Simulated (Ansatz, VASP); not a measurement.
**Ti in VASP and in Ansatz**

File INCAR:

```
PREC = Accurate
ENCUT = 500
EDIFF = 1E-6
ISMEAR = -1
SIGMA = 0.05
LREAL = F
LASPH = T
NELM = 120
ALGO = Normal
ISIF = 2
LWAVE = F
LCHARG = F
GGA = PS
NBANDS = 19
GGA_COMPAT = F
```

The input KPOINTS:

```
Automatic mesh
0
Gamma
  9 9 9
```

The input POSCAR:

```
Ti
1.0
    0.0000000000      2.7912246522      2.7912246522
    2.7912246522      0.0000000000      2.7912246522
    2.7912246522      2.7912246522      0.0000000000
Ti
2
Direct
   -0.2375000000     -0.0875000000     -0.0875000000
    0.2375000000      0.0875000000      0.0875000000
```

Input for Ansatz:

```yaml
crystal:
  lattice:
    - [0.0, 2.7912246522, 2.7912246522]
    - [2.7912246522, 0.0, 2.7912246522]
    - [2.7912246522, 2.7912246522, 0.0]
  atoms:
    - { symbol: Ti, position: [-0.2375, -0.0875, -0.0875] }
    - { symbol: Ti, position: [0.2375, 0.0875, 0.0875] }
kpoints:
  mp_grid: { grid: [9, 9, 9] }
scf:
  occupations: { method: fermi_dirac, width: 0.05 }
hamiltonian:
  xc: pbesol
  pseudopotentials: { kind: paw }
output:
  forces: true
  stress: true
  eigenvalues: true
  populations: true
```

Change from the starting cell: shortest bond scaled by 0.7, PAW files.

Alike in both runs: task single point; functional PBEsol; k mesh 9 × 9 × 9; occupations fermi-dirac, width 0.05 eV; no spin polarisation.

```csv
,VASP,Ansatz
version,VASP 6.6.1,Ansatz 0.2.0
potentials or method,"VASP PAW PBE potentials, release 64 (Ti_sv)","PAW with Ansatz's default frozen-core files, scalar-relativistic"
plane-wave cutoff (eV),500,420
valence electrons in the cell,24,24
```

Ansatz gave:

```
pressure (GPa)                                                : 14.5
traceless stress, the component that is largest in VASP (GPa) : -25.11
rms of the force components (eV/Å)                            : 4.814
```

Task: What did VASP give for the same quantities?

Result: Pressure (GPa): 22.2; traceless stress, the component that is largest in VASP (GPa): -32.59; rms of the force components (eV/Å): 6.968.

VASP's potentials were made for PBE, not for PBEsol. Atom by atom the forces differ by 2.154 eV/Å (rms over components). One of these differences is far larger than is usual between the two programs; its cause wasn't traced. With one functional, cell and mesh, what is left measures potentials, basis and numerics.
